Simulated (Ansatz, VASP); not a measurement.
Two plane-wave programs on AlFe

```
Fe Al
1.0
     2.91000    0.00000    0.00000
     0.00000    2.91000    0.00000
     0.00000    0.00000    2.91000
Fe Al
1 1
Direct
  0.50000 0.50000 0.50000
  0.00000 0.00000 0.00000
```

Alike in both runs: task single point; functional PBEsol; k mesh 8 × 8 × 8; occupations fermi-dirac, width 0.05 eV; collinear spin; fixed moment 4.5 μB.

|  | VASP | Ansatz |
| --- | --- | --- |
| version | VASP 6.6.1 | Ansatz 0.2.0 |
| potentials or method | VASP PAW PBE potentials, release 64 (Fe, Al) | Ansatz PAW |
| plane-wave cutoff (eV) | 520 | 420 |
| valence electrons in the cell | 11 | 19 |

```csv
,VASP,Ansatz,Ansatz less VASP
net moment per atom (μB),2.25,2.25,0.000
size of the moment on the site where the two differ most (μB),3.74,3.60,-0.142
```

VASP's potentials were made for PBE, not for PBEsol. Site moments also hang on the region over which each program counts them. VASP's potentials hold 11 valence electrons a cell and Ansatz's 19, so a difference there can come from the potentials and not from the codes.
